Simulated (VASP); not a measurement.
# Al (P-1) in VASP: notebook

The runs below take Al through single point, with LDA.

Everything below comes from runs of VASP 6.6.1. Logs are shortened: lines on timing, memory, paths and dates and some standing lists are left out, and cuts for length are marked.

## (1) The cell of the first run

The typed cell holds 2 atoms: a = 2.652 Å, b = 2.802 Å, c = 4.726 Å, α = 91.82°, β = 89.76°, γ = 119.85°.

## (2) Single point, LDA

INCAR

```
SYSTEM = Al
PREC = Accurate ; ENCUT = 520
EDIFF = 1E-7 ; ISMEAR = -1
SIGMA = 0.05 ; LREAL = .False.
LASPH = .True. ; NELM = 60
ALGO = Normal ; ISIF = 2
LWAVE = .False. ; LCHARG = .False.
NBANDS = 10
```

KPOINTS

```
regular mesh
0
Gamma
  8 8 4
  0 0 0
```

POSCAR

```
Al
1.0
    2.6516600000     -0.0386000000      0.0052600000
   -1.3592600000      2.4500800000     -0.0436700000
    0.0091000000     -0.0820100000      4.7255600000
Al
2
Direct
    0.6255000000      0.2880900000      0.7650500000
    0.4203400000      0.7312800000      0.2390100000
```

Potentials or basis: VASP PAW LDA potentials, release 64 (Al).

Launch:

```
> cat potpaw_LDA.64/Al/POTCAR > POTCAR
> mpirun -np 1 vasp_std > vasp.out
```

OUTCAR:

```text
SYSTEM = Al
   PREC = Accurate
   ENCUT = 520
   EDIFF = 1E-7
   ISMEAR = -1
   LREAL = .False.
   LASPH = .True.
   NELM = 60
   ISIF = 2

 ion  position               nearest neighbor table
   1  0.626  0.288  0.765-   2 2.67   2 2.71   2 2.80   2 2.87   2 2.98   2 3.12
   2  0.420  0.731  0.239-   1 2.67   1 2.71   1 2.80   1 2.87   1 2.98   1 3.12

  LATTYP: Found a triclinic cell.
 ALAT       =     2.7362399161
 B/A-ratio  =     2.3935663535
 C/A-ratio  =     1.0241101459
 COS(alpha) =     0.0018811903
 COS(beta)  =     0.5416728888
 COS(gamma) =     0.5833055287

  Lattice vectors:

 A1 = (  -1.2924000000,  -2.4114800000,   0.0384100000)
 A2 = (  -3.9531600000,  -2.2908700000,  -4.6924100000)
 A3 = (   1.3592600000,  -2.4500800000,   0.0436700000)

Analysis of symmetry for initial positions (statically):
=====================================================================
 Subroutine PRICEL returns:
 Original cell was already a primitive cell.

 Routine SETGRP: Setting up the symmetry group for a
 triclinic supercell.

 Subroutine GETGRP returns: Found  2 space group operations
 (whereof  1 operations were pure point group operations)
 out of a pool of  2 trial point group operations.

The static configuration has the point symmetry C_1 .
 The point group associated with its full space group is S_2 .

Analysis of symmetry for dynamics (positions and initial velocities):
=====================================================================
 Subroutine PRICEL returns:
 Original cell was already a primitive cell.

 Routine SETGRP: Setting up the symmetry group for a
 triclinic supercell.

 Subroutine GETGRP returns: Found  2 space group operations
 (whereof  1 operations were pure point group operations)
 out of a pool of  2 trial point group operations.

The dynamic configuration has the point symmetry C_1 .
 The point group associated with its full space group is S_2 .

 Subroutine INISYM returns: Found  2 space group operations
 (whereof  1 operations are pure point group operations),
 and found     1 'primitive' translations

----------------------------------------------------------------------------------------

                                     Primitive cell

  volume of cell :      30.4440

  direct lattice vectors                    reciprocal lattice vectors
     2.651660000 -0.038600000  0.005260000     0.380187567  0.210973385  0.002929223
    -1.359260000  2.450080000 -0.043670000     0.005977382  0.411593193  0.007131507
     0.009100000 -0.082010000  4.725560000    -0.000367947  0.003568795  0.211677775

  length of vectors
     2.651946150  2.802211060  4.726280331     0.434811380  0.411698365  0.211708177

  position of ions in fractional coordinates (direct lattice)
     0.625500000  0.288090000  0.765050000
     0.420340000  0.731280000  0.239010000

  ion indices of the primitive-cell ions
   primitive index   ion index
                 1           1
                 2           2

----------------------------------------------------------------------------------------

 KPOINTS: regular mesh

Automatic generation of k-mesh.
 Grid dimensions read from file:
 generate k-points for:    8    8    4

 Generating k-lattice:

  Cartesian coordinates                     Fractional coordinates (reciprocal lattice)
     0.047523446  0.026371673  0.000366153     0.125000000  0.000000000 -0.000000000
     0.000747173  0.051449149  0.000891438    -0.000000000  0.125000000 -0.000000000
    -0.000091987  0.000892199  0.052919444    -0.000000000  0.000000000  0.250000000

  Length of vectors
     0.054351422  0.051462296  0.052927044

  Shift w.r.t. Gamma in fractional coordinates (k-lattice)
     0.000000000  0.000000000  0.000000000

 Subroutine IBZKPT returns following result:
 ===========================================

 Found    132 irreducible k-points:

 Following reciprocal coordinates:
            Coordinates               Weight
  0.000000  0.000000  0.000000      1.000000
  0.125000 -0.000000  0.000000      2.000000
  0.250000 -0.000000  0.000000      2.000000
  0.375000  0.000000  0.000000      2.000000
  0.500000 -0.000000  0.000000      1.000000
 -0.000000  0.125000  0.000000      2.000000
[... 16 lines left out ...]
  0.125000  0.375000  0.000000      2.000000
  0.250000  0.375000  0.000000      2.000000
 [... further k-points ...]
   k-points           NKPTS =    132   k-points in BZ     NKDIM =    132   number of bands    NBANDS=     10
   number of dos      NEDOS =    301   number of ions     NIONS =      2
   total plane-waves  NPLWV =  17280
   dimension x,y,z NGX =    20 NGY =   24 NGZ =   36
   dimension x,y,z NGXF=    40 NGYF=   48 NGZF=   72
   ions per type =               2
   NGX,Y,Z   is equivalent  to a cutoff of  12.54, 14.24, 12.66 a.u.
   NGXF,Y,Z  is equivalent  to a cutoff of  25.08, 28.48, 25.33 a.u.
 SYSTEM =  Al
   PREC   = accura    normal or accurate (medium, high low for compatibility)
   ISTART =      0    job   : 0-new  1-cont  2-samecut
   ICHARG =      2    charge: 1-file 2-atom 10-const
   ISPIN  =      1    spin polarized calculation?
   LNONCOLLINEAR =      F non collinear calculations
   LSORBIT =      F    spin-orbit coupling
   LASPH  =      T    aspherical Exc in radial PAW
   ENCUT  =  520.0 eV  38.22 Ry    6.18 a.u.   4.93  5.21  8.79*2*pi/ulx,y,z
   NELM   =     60;   NELMIN=  2; NELMDL= -5     # of ELM steps
   EDIFF  = 0.1E-06   stopping-criterion for ELM
   LREAL  =      F    real-space projection
   EDIFFG = 0.1E-05   stopping-criterion for IOM
   NSW    =      0    number of steps for IOM
   IBRION =     -1    ionic relax: 0-MD 1-quasi-New 2-CG
   NFREE  =      0    steps in history (QN), initial steepest desc. (CG)
   ISIF   =      2    stress and relaxation
   ISYM   =      2    0-nonsym 1-usesym 2-fastsym
   POTIM  = 0.5000    time-step for ionic-motion
   TEBEG  =    0.0;   TEEND  =   0.0 temperature during run
   PSTRESS=    0.0 pullay stress
   NELECT =       6.0000    total number of electrons
   NUPDOWN=      -1.0000    fix difference up-down
   EMIN   =  10.00;   EMAX   =-10.00  energy-range for DOS
   EFERMI =   0.00;   METHOD = LEGACY
   ISMEAR =    -1;   SIGMA  =   0.05  broadening in eV -4-tet -1-fermi 0-gaus
   EFERMI_NEDOS =   21; number of points for ismear=-14 and -15
   IALGO  =     38    algorithm
   IMIX   =      4    mixing-type and parameters
     AMIX     =   0.40;   BMIX     =  1.00
     AMIX_MAG =   1.60;   BMIX_MAG =  1.00
  volume/ion in A,a.u.               =      15.22       102.72
  Fermi-wavevector in a.u.,A,eV,Ry     =   0.952704  1.800350 12.349268  0.907646
  Thomas-Fermi vector in A             =   2.081292
   LORBIT       =      0    0 simple, 1 ext, 2 COOP (PROOUT), +10 PAW based schemes
   GGA     = CA    functional components
   LHFCALC =     F    Hartree Fock is set to
   AEXX    =    0.0000 exact exchange contribution
   IVDW    =     0    specifies the selected vdW correction
   LEPSILON=     F    determine dielectric tensor
   LRPA    =     F    only Hartree local field effects (RPA)
 non-spin polarized calculation
  energy-cutoff  :      520.00
  volume of cell :       30.44
 maximum number of plane-waves:       834
   NGX =  9   NGY = 11   NGZ = 17

 number of electron       6.0000000 magnetization

 Free energy of the ion-electron system (eV)
  ---------------------------------------------------
  ext. energy  EPLUGINS =         0.00000000
  ---------------------------------------------------
  free energy    TOTEN  =        -8.14087948 eV

  energy without entropy =       -8.13295308  energy(sigma->0) =       -8.13691628

 E-fermi :   8.6375     XC(G=0): -10.6390

 val. band max:        8.6337517153   @ k =   0.1250   0.5000   0.0000
 cond. band min:       8.6476193733   @ k =   0.3750   0.2500   0.5000
 fundamental gap:      0.0138676580
 Fermi energy:         8.6375343998

 k-point     1 :       0.0000    0.0000    0.0000
  band No.  band energies     occupation
      1      -3.0527      2.00000
      2       3.4113      2.00000
      3       3.4952      2.00000
      4      19.7645      0.00000
      5      19.7975      0.00000
      6      20.2131      0.00000
      7      21.5533      0.00000
      8      21.6357      0.00000
      9      21.8926      0.00000
     10      23.3143      0.00000

 k-point     2 :       0.1250   -0.0000    0.0000
  band No.  band energies     occupation
      1      -2.6177      2.00000
      2       3.8130      2.00000
      3       3.9207      2.00000
      4      16.8207      0.00000
      5      17.3721      0.00000
      6      19.3254      0.00000
      7      21.2080      0.00000
      8      21.8866      0.00000
      9      22.3016      0.00000
     10      22.7448      0.00000

 k-point     3 :       0.2500   -0.0000    0.0000
  band No.  band energies     occupation
      1      -1.3217      2.00000
      2       5.0053      2.00000
      3       5.1804      2.00000
      4      11.9232      0.00000
      5      15.5794      0.00000
      6      16.6741      0.00000
      7      18.1050      0.00000
      8      19.0100      0.00000
      9      20.8007      0.00000
     10      21.4999      0.00000

 k-point     4 :       0.3750    0.0000    0.0000
  band No.  band energies     occupation
      1       0.8082      2.00000
      2       6.6981      2.00000
      3       7.1438      2.00000
      4       7.9000      2.00000
      5      13.3043      0.00000
      6      13.7831      0.00000
      7      14.6333      0.00000
      8      17.0421      0.00000
      9      19.9739      0.00000
     10      20.3451      0.00000

 k-point     5 :       0.5000   -0.0000    0.0000
  band No.  band energies     occupation
      1       3.6293      2.00000
      2       3.8212      2.00000
      3       9.1726      0.00005
      4       9.5906      0.00000
      5      10.5363      0.00000
      6      10.8281      0.00000
      7      14.2614      0.00000
      8      16.4703      0.00000
      9      19.7200      0.00000
     10      19.9021      0.00000

 k-point     6 :      -0.0000    0.1250    0.0000
  band No.  band energies     occupation
      1      -2.6625      2.00000
      2       3.7160      2.00000
      3       3.9322      2.00000
      4      15.1071      0.00000
      5      19.1629      0.00000
      6      19.5119      0.00000
      7      19.9396      0.00000
      8      21.3199      0.00000
      9      22.3710      0.00000
     10      22.5947      0.00000
[... 183 lines left out ...]
 k-point    21 :      -0.1250    0.2500    0.0000
  band No.  band energies     occupation
      1      -1.8812      2.00000
      2       4.4012      2.00000
      3       4.7253      2.00000
      4      13.1041      0.00000
      5      14.2991      0.00000
      6      18.1261      0.00000
      7      18.9929      0.00000
      8      20.3348      0.00000
      9      21.1786      0.00000
     10      21.5646      0.00000

 k-point    22 :      -0.0000    0.3750    0.0000
  band No.  band energies     occupation
      1       0.4154      2.00000
      2       5.9470      2.00000
      3       6.6493      2.00000
      4       7.4707      2.00000
      5      12.0495      0.00000
      6      13.0685      0.00000
      7      16.8007      0.00000
      8      17.7346      0.00000
      9      22.2538      0.00000
     10      22.5939      0.00000

 k-point    23 :       0.1250    0.3750    0.0000
  band No.  band energies     occupation
      1       2.0254      2.00000
      2       4.7977      2.00000
      3       8.0210      1.99999
      4       8.7611      0.15572
      5      10.5243      0.00000
      6      11.3730      0.00000
      7      13.0985      0.00000
      8      18.7856      0.00000
      9      18.7987      0.00000
     10      21.7455      0.00000

 k-point    24 :       0.2500    0.3750    0.0000
  band No.  band energies     occupation
      1       4.1201      2.00000
      2       4.4318      2.00000
      3       8.0068      1.99999
      4      10.0219      0.00000
      5      10.3817      0.00000
      6      10.7661      0.00000
      7      11.6201      0.00000
      8      14.7620      0.00000
      9      15.2652      0.00000
     10      26.1363      0.00000

 [... further k-points ...]
[... 5 lines left out ...]
  --------------------------------------------------------------------------------------
  -------------------------------------------------------------------------------------
  Total        0.9629566      0.7464337      1.5919721      0.0353940     -0.4342620     -0.0655754
  in kB       50.6775957     39.2826306     83.7808514      1.8626805    -22.8539404     -3.4510423
  external PRESSURE =      57.9136926 kB  Pullay stress =       0.0000000 kB

 VOLUME and BASIS-vectors are now :
 -----------------------------------------------------------------------------
  energy-cutoff  :      520.00
  volume of cell :       30.44
      direct lattice vectors                 reciprocal lattice vectors
     2.651660000 -0.038600000  0.005260000     0.380187567  0.210973385  0.002929223
    -1.359260000  2.450080000 -0.043670000     0.005977382  0.411593193  0.007131507
     0.009100000 -0.082010000  4.725560000    -0.000367947  0.003568795  0.211677775

 POSITION                                       TOTAL-FORCE (eV/Angst)
 -----------------------------------------------------------------------------------
      1.27399      0.61896      3.60600         0.098323      0.232175     -0.646439
      0.12277      1.75587      1.09973        -0.098323     -0.232175      0.646439
 -----------------------------------------------------------------------------------
    total drift:                               -0.000003     -0.000001      0.000012

  FREE ENERGIE OF THE ION-ELECTRON SYSTEM (eV)
  ---------------------------------------------------
  free  energy   TOTEN  =        -8.1408794775 eV

  energy  without entropy=       -8.1329530754  energy(sigma->0) =       -8.13691628
```

It took 12 s on 1 thread of Intel Xeon 6975P-C (Granite Rapids), shared host; peak memory 0.14 GiB.

What came out:

```
Free energy            : -8.1409 eV
Pressure               : 5.8 GPa
Largest force          : 0.694 eV/Å
Band gap on the k mesh : zero (band 3 reaches 12.00 eV, above the bottom of band 4 at 5.45 eV)
```

Forces in eV/Å, atoms in the order of the input:
```
Al   0.098  0.232 -0.646
Al  -0.098 -0.232  0.646
```

## (3) Single point, LDA

INCAR

```
SYSTEM = Al
PREC     = Accurate       ! precision mode
ENCUT    = 520            ! plane-wave cutoff, eV
EDIFF    = 1E-6           ! SCF threshold, eV
ISMEAR   = -1             ! smearing method
SIGMA    = 0.05           ! smearing width, eV
LREAL    = .FALSE.        ! projectors in reciprocal space
LASPH    = .TRUE.         ! aspherical terms in the spheres
NELM     = 60             ! most SCF steps
ALGO     = Normal         ! electronic algorithm
ISIF     = 2              ! what is computed and relaxed
LWAVE    = .FALSE.        ! write WAVECAR
LCHARG   = .TRUE.         ! write CHGCAR
GGA      = CA             ! functional
LELF     = .TRUE.         ! ELF
LVHAR    = .TRUE.       
NBANDS   = 10             ! bands
```

KPOINTS

```
Automatic mesh
0
G
  8 8 4
  0 0 0
```

Changes to POSCAR since step 2:

```diff
@@ -9,2 +9,2 @@
     0.6255000000      0.2880900000      0.7650500000
-    0.4203400000      0.7312800000      0.2390100000
+    0.4203546461      0.7313156575      0.2400683889
```

Potentials or basis: VASP PAW LDA potentials, release 64 (Al).

Launch:

```
> cat potpaw_LDA.64/Al/POTCAR > POTCAR
> mpirun -np 1 vasp_std > vasp.out
```

It took 12 s on 1 thread of Intel Xeon 6975P-C (Granite Rapids), shared host; peak memory 0.14 GiB.

Results (log left out):

| Item | Value |
| --- | --- |
| Free energy | -8.1440 eV |
| Pressure | 5.7 GPa |
| Largest force | 0.667 eV/Å |
| Band gap on the k mesh | zero (band 3 reaches 12.01 eV, above the bottom of band 4 at 5.45 eV) |

Forces in eV/Å, atoms in the order of the input:
```
Al   0.097  0.233 -0.617
Al  -0.097 -0.233  0.617
```

Stress tensor (GPa, compression positive):
```
 5.00  0.17 -0.33
 0.17  3.86 -2.21
-0.33 -2.21  8.36
```

Levels at points of the mesh, in eV from the Fermi level:
| k point | band 1 | band 2 | band 3 | band 4 | band 5 | band 6 | band 7 | band 8 |
| --- | --- | --- | --- | --- | --- | --- | --- | --- |
| (0.00, 0.00, 0.00) | -11.69 | -5.23 | -5.15 | 11.13 | 11.16 | 11.57 | 12.92 | 13.00 |
| (0.50, 0.00, 0.00) | -5.01 | -4.82 | 0.53 | 0.95 | 1.89 | 2.19 | 5.63 | 7.83 |
| (0.00, 0.50, 0.00) | -5.63 | -5.56 | 0.27 | 0.36 | 1.00 | 1.33 | 7.86 | 8.75 |
| (0.50, 0.50, 0.00) | -5.23 | -5.23 | 0.47 | 1.04 | 1.31 | 1.66 | 6.67 | 7.91 |
| (0.00, 0.00, 0.50) | -10.36 | -9.68 | 2.33 | 2.67 | 11.85 | 12.13 | 13.00 | 13.32 |
| (0.50, 0.00, 0.50) | -3.84 | -3.78 | -2.79 | -2.75 | 6.58 | 7.03 | 7.67 | 7.89 |
| (0.00, 0.50, 0.50) | -4.59 | -4.43 | -3.59 | -3.19 | 7.02 | 7.22 | 8.03 | 8.65 |
| (0.50, 0.50, 0.50) | -4.23 | -4.10 | -3.10 | -2.88 | 7.35 | 7.41 | 7.69 | 7.81 |

## (4) Single point, LDA

INCAR

```
PREC = Accurate
ENCUT = 520
EDIFF = 1E-6
ISMEAR = -1
SIGMA = 0.05
LREAL = False
LASPH = True
NELM = 60
ALGO = Normal
ISIF = 2
LWAVE = False
LCHARG = False
GGA = CA
NBANDS = 10
```

KPOINTS

```
Automatic mesh
0
Gamma
  8 8 4
```

Changes to POSCAR since step 3:

```diff
@@ -9,2 +9,2 @@
     0.6255000000      0.2880900000      0.7650500000
-    0.4203546461      0.7313156575      0.2400683889
+    0.4203985845      0.7314226301      0.2432435555
```

Launch:

```
> cat potpaw_LDA.64/Al/POTCAR > POTCAR
> mpirun -np 1 vasp_std > vasp.out
```

It took 12 s on 1 thread of Intel Xeon 6975P-C (Granite Rapids), shared host; peak memory 0.14 GiB.

It converged, with:

```yaml
Free_energy: -8.1527 eV
Pressure: 5.6 GPa
Largest_force: 0.589 eV/Å
Band_gap_on_the_k_mesh: zero (band 3 reaches 12.03 eV, above the bottom of band 4 at 5.43 eV)
```

Forces in eV/Å, atoms in the order of the input:
```
Al   0.094  0.237 -0.531
Al  -0.094 -0.237  0.531
```

Stress tensor (GPa, compression positive):
```
 4.80  0.11 -0.29
 0.11  3.68 -1.97
-0.29 -1.97  8.31
```

Levels at points of the mesh, in eV from the Fermi level:
```
           k point  band 1  band 2  band 3  band 4  band 5  band 6  band 7  band 8
(0.00, 0.00, 0.00)  -11.69   -5.24   -5.16   11.13   11.16   11.57   12.95   13.01
(0.50, 0.00, 0.00)   -5.01   -4.82    0.52    0.93    1.88    2.19    5.63    7.83
(0.00, 0.50, 0.00)   -5.63   -5.56    0.25    0.36    1.00    1.31    7.86    8.76
(0.50, 0.50, 0.00)   -5.23   -5.23    0.46    1.03    1.29    1.66    6.68    7.91
(0.00, 0.00, 0.50)  -10.32   -9.73    2.34    2.64   11.87   12.16   12.94   13.30
(0.50, 0.00, 0.50)   -3.81   -3.77   -2.81   -2.79    6.62    7.02    7.67    7.85
(0.00, 0.50, 0.50)   -4.58   -4.39   -3.64   -3.22    7.04    7.21    8.01    8.63
(0.50, 0.50, 0.50)   -4.21   -4.08   -3.14   -2.90    7.36    7.44    7.67    7.77
```

(Part 1 of 2 ends here.)
